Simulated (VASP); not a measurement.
# Mn (Fm-3m) in VASP: a series of runs

Mn is run at these levels: RPBE; tasks: single point.

Everything below comes from runs of VASP 6.6.1. Logs are shortened: lines on timing, memory, paths and dates and some standing lists are left out, and cuts for length are marked.

### Step 1. The cell of the first run

Symmetry: Fm-3m, No. 225, cubic system. Conventional cell: a = 3.381 Å, b = 3.381 Å, c = 3.381 Å, α = 90.00°, β = 90.00°, γ = 90.00°. Mn (site symmetry m-3m) has 12 Mn at 2.39 Å within 3.2 Å.

### Step 2. Single point, RPBE (volume scaled by 0.88)

Input file INCAR:

```
PREC = Accurate
ENCUT = 520
EDIFF = 1E-6
ISMEAR = -1
SIGMA = 0.1
LREAL = F
LASPH = T
NELM = 60
ALGO = Normal
ISIF = 2
LWAVE = F
LCHARG = F
GGA = RP
NBANDS = 12
```

Input file KPOINTS:

```
Automatic mesh
0
Gamma
  17 17 17
```

Input file POSCAR:

```
Mn
1.0
    0.0000000000      1.6902602483      1.6902602483
    1.6902602483      0.0000000000      1.6902602483
    1.6902602483      1.6902602483      0.0000000000
Mn
1
Direct
    0.0000000000      0.0000000000      0.0000000000
```

Potentials or basis: VASP PAW PBE potentials, release 64 (Mn_pv).

Started as:

```sh
> cat potpaw_PBE.64/Mn_pv/POTCAR > POTCAR
> mpirun -np 1 vasp_std > vasp.out
```

OUTCAR:

```text
PREC = Accurate
   ENCUT = 520
   EDIFF = 1E-6
   ISMEAR = -1
   LREAL = F
   LASPH = T
   NELM = 60
   ISIF = 2
   GGA = RP

 ion  position               nearest neighbor table
   1  0.000  0.000  0.000-

  LATTYP: Found a face centered cubic cell.
 ALAT       =     3.3805204966

  Lattice vectors:

 A1 = (   0.0000000000,   1.6902602483,   1.6902602483)
 A2 = (   1.6902602483,   0.0000000000,   1.6902602483)
 A3 = (   1.6902602483,   1.6902602483,   0.0000000000)

Analysis of symmetry for initial positions (statically):
=====================================================================
 Subroutine PRICEL returns:
 Original cell was already a primitive cell.

 Routine SETGRP: Setting up the symmetry group for a
 face centered cubic supercell.

 Subroutine GETGRP returns: Found 48 space group operations
[... 9 lines left out ...]

 Routine SETGRP: Setting up the symmetry group for a
 face centered cubic supercell.

 Subroutine GETGRP returns: Found 48 space group operations
[... 11 lines left out ...]
                                     Primitive cell

  volume of cell :       9.6581

  direct lattice vectors                    reciprocal lattice vectors
     0.000000000  1.690260248  1.690260248    -0.295812435  0.295812435  0.295812435
     1.690260248  0.000000000  1.690260248     0.295812435 -0.295812435  0.295812435
     1.690260248  1.690260248  0.000000000     0.295812435  0.295812435 -0.295812435

  length of vectors
     2.390388967  2.390388967  2.390388967     0.512362167  0.512362167  0.512362167

  position of ions in fractional coordinates (direct lattice)
     0.000000000  0.000000000  0.000000000

  ion indices of the primitive-cell ions
   primitive index   ion index
                 1           1

----------------------------------------------------------------------------------------

 KPOINTS: Automatic mesh

Automatic generation of k-mesh.
 Grid dimensions read from file:
 generate k-points for:   17   17   17

 Generating k-lattice:

  Cartesian coordinates                     Fractional coordinates (reciprocal lattice)
    -0.017400731  0.017400731  0.017400731     0.058823529  0.000000000  0.000000000
     0.017400731 -0.017400731  0.017400731     0.000000000  0.058823529  0.000000000
     0.017400731  0.017400731 -0.017400731     0.000000000  0.000000000  0.058823529

  Length of vectors
     0.030138951  0.030138951  0.030138951

  Shift w.r.t. Gamma in fractional coordinates (k-lattice)
     0.000000000  0.000000000  0.000000000

 Subroutine IBZKPT returns following result:
 ===========================================

 Found    165 irreducible k-points:

 Following reciprocal coordinates:
            Coordinates               Weight
  0.000000  0.000000  0.000000      1.000000
  0.058824  0.000000  0.000000      8.000000
  0.117647  0.000000  0.000000      8.000000
  0.176471  0.000000  0.000000      8.000000
  0.235294  0.000000  0.000000      8.000000
  0.294118  0.000000  0.000000      8.000000
[... 16 lines left out ...]
 -0.176471  0.058824  0.000000     24.000000
 -0.117647  0.058824  0.000000     24.000000
 [... further k-points ...]
   k-points           NKPTS =    165   k-points in BZ     NKDIM =    165   number of bands    NBANDS=     12
   number of dos      NEDOS =    301   number of ions     NIONS =      1
   total plane-waves  NPLWV =   5832
   dimension x,y,z NGX =    18 NGY =   18 NGZ =   18
   dimension x,y,z NGXF=    36 NGYF=   36 NGZF=   36
   ions per type =               1
   NGX,Y,Z   is equivalent  to a cutoff of  12.52, 12.52, 12.52 a.u.
   NGXF,Y,Z  is equivalent  to a cutoff of  25.04, 25.04, 25.04 a.u.
 SYSTEM =  unknown system
   PREC   = accura    normal or accurate (medium, high low for compatibility)
   ISTART =      0    job   : 0-new  1-cont  2-samecut
   ICHARG =      2    charge: 1-file 2-atom 10-const
   ISPIN  =      1    spin polarized calculation?
   LNONCOLLINEAR =      F non collinear calculations
   LSORBIT =      F    spin-orbit coupling
   LASPH  =      T    aspherical Exc in radial PAW
   ENCUT  =  520.0 eV  38.22 Ry    6.18 a.u.   4.44  4.44  4.44*2*pi/ulx,y,z
   NELM   =     60;   NELMIN=  2; NELMDL= -5     # of ELM steps
   EDIFF  = 0.1E-05   stopping-criterion for ELM
   LREAL  =      F    real-space projection
   EDIFFG = 0.1E-04   stopping-criterion for IOM
   NSW    =      0    number of steps for IOM
   IBRION =     -1    ionic relax: 0-MD 1-quasi-New 2-CG
   NFREE  =      0    steps in history (QN), initial steepest desc. (CG)
   ISIF   =      2    stress and relaxation
   ISYM   =      2    0-nonsym 1-usesym 2-fastsym
   POTIM  = 0.5000    time-step for ionic-motion
   TEBEG  =    0.0;   TEEND  =   0.0 temperature during run
   PSTRESS=    0.0 pullay stress
   NELECT =      13.0000    total number of electrons
   NUPDOWN=      -1.0000    fix difference up-down
   EMIN   =  10.00;   EMAX   =-10.00  energy-range for DOS
   EFERMI =   0.00;   METHOD = LEGACY
   ISMEAR =    -1;   SIGMA  =   0.10  broadening in eV -4-tet -1-fermi 0-gaus
   EFERMI_NEDOS =   21; number of points for ismear=-14 and -15
   IALGO  =     38    algorithm
   IMIX   =      4    mixing-type and parameters
     AMIX     =   0.40;   BMIX     =  1.00
     AMIX_MAG =   1.60;   BMIX_MAG =  1.00
  volume/ion in A,a.u.               =       9.66        65.18
  Fermi-wavevector in a.u.,A,eV,Ry     =   1.807559  3.415790 44.453878  3.267268
  Thomas-Fermi vector in A             =   2.866818
   LORBIT       =      0    0 simple, 1 ext, 2 COOP (PROOUT), +10 PAW based schemes
   GGA     = RP    functional components
   LHFCALC =     F    Hartree Fock is set to
   AEXX    =    0.0000 exact exchange contribution
   IVDW    =     0    specifies the selected vdW correction
   LEPSILON=     F    determine dielectric tensor
   LRPA    =     F    only Hartree local field effects (RPA)
 non-spin polarized calculation
  energy-cutoff  :      520.00
  volume of cell :        9.66
 maximum number of plane-waves:       274
 NGX is ok and might be reduce to    18
   NGX =  9   NGY =  9   NGZ =  9

 number of electron      12.9999988 magnetization

 Free energy of the ion-electron system (eV)
  ---------------------------------------------------
  ext. energy  EPLUGINS =         0.00000000
  ---------------------------------------------------
  free energy    TOTEN  =        -8.22632273 eV

  energy without entropy =       -8.18222695  energy(sigma->0) =       -8.20427484

 E-fermi :  12.2162     XC(G=0): -14.5602

 val. band max:       12.2101809017   @ k =   0.2353   0.1765   0.0000
 cond. band min:      12.2185587187   @ k =   0.4706   0.2353   0.0000
 fundamental gap:      0.0083778170
 Fermi energy:        12.2161546155

 k-point     1 :       0.0000    0.0000    0.0000
  band No.  band energies     occupation
      1     -35.4198      2.00000
      2     -35.4198      2.00000
      3     -35.4198      2.00000
      4       3.4339      2.00000
      5      10.8766      2.00000
      6      10.8766      2.00000
      7      10.8766      2.00000
      8      12.8562      0.00332
      9      12.8562      0.00332
     10      34.2947      0.00000
     11      40.8828      0.00000
     12      40.8828      0.00000

 k-point     2 :       0.0588    0.0000    0.0000
  band No.  band energies     occupation
      1     -35.4572      2.00000
      2     -35.4244      2.00000
      3     -35.4244      2.00000
      4       3.5950      2.00000
      5      10.8027      2.00000
      6      10.9300      1.99999
      7      10.9300      1.99999
      8      12.8266      0.00446
      9      12.8266      0.00446
     10      34.3517      0.00000
     11      39.4577      0.00000
     12      40.9473      0.00000

 k-point     3 :       0.1176    0.0000    0.0000
  band No.  band energies     occupation
      1     -35.5639      2.00000
      2     -35.4377      2.00000
      3     -35.4377      2.00000
      4       4.0627      2.00000
      5      10.6079      2.00000
      6      11.0655      1.99998
      7      11.0655      1.99998
      8      12.7652      0.00822
      9      12.7652      0.00822
     10      34.2736      0.00000
     11      37.1624      0.00000
     12      41.1161      0.00000

 k-point     4 :       0.1765    0.0000    0.0000
  band No.  band energies     occupation
      1     -35.7238      2.00000
      2     -35.4578      2.00000
      3     -35.4578      2.00000
      4       4.7843      2.00000
      5      10.3709      2.00000
      6      11.2013      1.99992
      7      11.2013      1.99992
      8      12.7593      0.00872
      9      12.7593      0.00872
     10      33.0173      0.00000
     11      35.8284      0.00000
     12      41.3228      0.00000

 k-point     5 :       0.2353    0.0000    0.0000
  band No.  band energies     occupation
      1     -35.9141      2.00000
      2     -35.4819      2.00000
      3     -35.4819      2.00000
      4       5.6472      2.00000
      5      10.2260      2.00000
      6      11.2245      1.99990
      7      11.2245      1.99990
      8      12.9221      0.00172
      9      12.9221      0.00172
     10      30.6750      0.00000
     11      35.2891      0.00000
     12      41.4770      0.00000
[... 228 lines left out ...]
      1     -36.1655      2.00000
      2     -35.5535      2.00000
      3     -35.5047      2.00000
      4       6.7629      2.00000
      5      10.3913      2.00000
      6      11.0054      1.99999
      7      11.1365      1.99996
      8      13.1225      0.00023
      9      13.8150      0.00000
     10      27.4749      0.00000
     11      34.1810      0.00000
     12      39.5543      0.00000

 k-point    22 :      -0.2353    0.0588    0.0000
  band No.  band energies     occupation
      1     -35.9819      2.00000
      2     -35.5285      2.00000
      3     -35.4789      2.00000
      4       6.0555      2.00000
      5      10.1277      2.00000
      6      11.1670      1.99994
      7      11.2838      1.99982
      8      12.7211      0.01274
      9      13.3873      0.00002
     10      29.9288      0.00000
     11      34.7672      0.00000
     12      39.9966      0.00000

 k-point    23 :      -0.1765    0.0588    0.0000
  band No.  band energies     occupation
      1     -35.7940      2.00000
      2     -35.5003      2.00000
      3     -35.4551      2.00000
      4       5.1913      2.00000
      5      10.2157      2.00000
      6      11.2375      1.99989
      7      11.3057      1.99978
      8      12.5143      0.09652
      9      13.0721      0.00038
     10      32.3747      0.00000
     11      35.2661      0.00000
     12      40.1642      0.00000

 k-point    24 :      -0.1176    0.0588    0.0000
  band No.  band energies     occupation
      1     -35.6282      2.00000
      2     -35.4721      2.00000
      3     -35.4366      2.00000
      4       4.4127      2.00000
      5      10.4449      2.00000
      6      11.1665      1.99994
      7      11.1742      1.99994
      8      12.5537      0.06613
      9      12.9200      0.00175
     10      34.1138      0.00000
     11      36.1846      0.00000
     12      40.0990      0.00000

 [... further k-points ...]
[... 5 lines left out ...]
  --------------------------------------------------------------------------------------
  -------------------------------------------------------------------------------------
  Total        2.6979267      2.6979267      2.6979267     -0.0000000     -0.0000000      0.0000000
  in kB      447.5586978    447.5586978    447.5586978     -0.0000000     -0.0000000      0.0000000
  external PRESSURE =     447.5586978 kB  Pullay stress =       0.0000000 kB

 VOLUME and BASIS-vectors are now :
 -----------------------------------------------------------------------------
  energy-cutoff  :      520.00
  volume of cell :        9.66
      direct lattice vectors                 reciprocal lattice vectors
     0.000000000  1.690260248  1.690260248    -0.295812435  0.295812435  0.295812435
     1.690260248  0.000000000  1.690260248     0.295812435 -0.295812435  0.295812435
     1.690260248  1.690260248  0.000000000     0.295812435  0.295812435 -0.295812435

 POSITION                                       TOTAL-FORCE (eV/Angst)
 -----------------------------------------------------------------------------------
      0.00000      0.00000      0.00000         0.000000      0.000000      0.000000
 -----------------------------------------------------------------------------------
    total drift:                                0.000000     -0.000000      0.000000

  FREE ENERGIE OF THE ION-ELECTRON SYSTEM (eV)
  ---------------------------------------------------
  free  energy   TOTEN  =        -8.2263227287 eV

  energy  without entropy=       -8.1822269541  energy(sigma->0) =       -8.20427484
```

Run time: 14 s. Hardware: 1 thread of AMD EPYC 7R13 (Zen 3), shared host; peak memory 0.1 GiB.

What came out:

* Free energy: -8.2263 eV
* Pressure: 44.8 GPa

Caveat: the PAW data sets were made with another functional, which shifts forces and pressure a little; the run has no spin polarisation, though such a crystal can be magnetic. Spin polarisation is off, so any magnetic state and its effect on volume and gap are missing.

### Step 3. Single point, RPBE (volume scaled by 0.92)

Input file INCAR:

```
SYSTEM = Mn
PREC = Accurate
ENCUT = 520
EDIFF = 1E-7
ISMEAR = -1
SIGMA = 0.1
LREAL = .False.
LASPH = .True.
NELM = 100
ALGO = Normal
ISIF = 2
LWAVE = .False.
LCHARG = .False.
GGA = RP
NBANDS = 12
```

Input file KPOINTS:

```
regular mesh
0
Gamma
  17 17 17
  0 0 0
```

Input file POSCAR:

```
Mn
1.0
    0.0000000000      1.7154917330      1.7154917330
    1.7154917330      0.0000000000      1.7154917330
    1.7154917330      1.7154917330      0.0000000000
Mn
1
Direct
    0.0000000000      0.0000000000      0.0000000000
```

Potentials or basis: VASP PAW PBE potentials, release 64 (Mn_pv).

Started as:

```sh
> cat potpaw_PBE.64/Mn_pv/POTCAR > POTCAR
> mpirun -np 1 vasp_std > vasp.out
```

OUTCAR:

```text
SYSTEM = Mn
   PREC = Accurate
   ENCUT = 520
   EDIFF = 1E-7
   ISMEAR = -1
   LREAL = .False.
   LASPH = .True.
   NELM = 100
   ISIF = 2
   GGA = RP

 ion  position               nearest neighbor table
   1  0.000  0.000  0.000-

  LATTYP: Found a face centered cubic cell.
 ALAT       =     3.4309834660

  Lattice vectors:

 A1 = (   0.0000000000,   1.7154917330,   1.7154917330)
 A2 = (   1.7154917330,   0.0000000000,   1.7154917330)
 A3 = (   1.7154917330,   1.7154917330,   0.0000000000)

Analysis of symmetry for initial positions (statically):
[... 531 lines left out ...]
      7      10.5560      1.99988
      8      11.8521      0.07665
      9      12.1934      0.00262
     10      32.9464      0.00000
     11      34.9951      0.00000
     12      38.7179      0.00000

 [... further k-points ...]
[... 5 lines left out ...]
  --------------------------------------------------------------------------------------
  -------------------------------------------------------------------------------------
  Total        1.6707896      1.6707896      1.6707896      0.0000000      0.0000000     -0.0000000
  in kB      265.1163191    265.1163191    265.1163191      0.0000000      0.0000000     -0.0000000
  external PRESSURE =     265.1163191 kB  Pullay stress =       0.0000000 kB

 VOLUME and BASIS-vectors are now :
 -----------------------------------------------------------------------------
  energy-cutoff  :      520.00
  volume of cell :       10.10
      direct lattice vectors                 reciprocal lattice vectors
     0.000000000  1.715491733  1.715491733    -0.291461620  0.291461620  0.291461620
     1.715491733  0.000000000  1.715491733     0.291461620 -0.291461620  0.291461620
     1.715491733  1.715491733  0.000000000     0.291461620  0.291461620 -0.291461620

 POSITION                                       TOTAL-FORCE (eV/Angst)
 -----------------------------------------------------------------------------------
      0.00000      0.00000      0.00000         0.000000      0.000000      0.000000
 -----------------------------------------------------------------------------------
    total drift:                                0.000000     -0.000000      0.000000

  FREE ENERGIE OF THE ION-ELECTRON SYSTEM (eV)
  ---------------------------------------------------
  free  energy   TOTEN  =        -8.3233901294 eV

  energy  without entropy=       -8.2771731296  energy(sigma->0) =       -8.30028163
```

stdout:

```text
POSCAR found type information on POSCAR Mn
 POSCAR found :  1 types and       1 ions
 scaLAPACK will be used
 -----------------------------------------------------------------------------
|                                                                             |
|                                                                             |
|     You enforced a specific xc type in the INCAR file but a different       |
|     I HOPE YOU KNOW WHAT YOU ARE DOING!                                     |
|                                                                             |
 -----------------------------------------------------------------------------

 LDA part: xc-table for (Slater+PW92), standard interpolation
 POSCAR, INCAR and KPOINTS ok, starting setup
 FFT: planning ... GRIDC
 FFT: planning ... GRID_SOFT
 FFT: planning ... GRID
 WAVECAR not read
 entering main loop
```

Run time: 15 s. Hardware: 1 thread of AMD EPYC 7R13 (Zen 3), shared host; peak memory 0.1 GiB.

What came out:

| Property | Result |
| --- | --- |
| Free energy | -8.3234 eV |
| Pressure | 26.5 GPa |

Caveat: the PAW data sets were made with another functional, which shifts forces and pressure a little; the run has no spin polarisation, though such a crystal can be magnetic. Spin polarisation is off, so any magnetic state and its effect on volume and gap are missing.
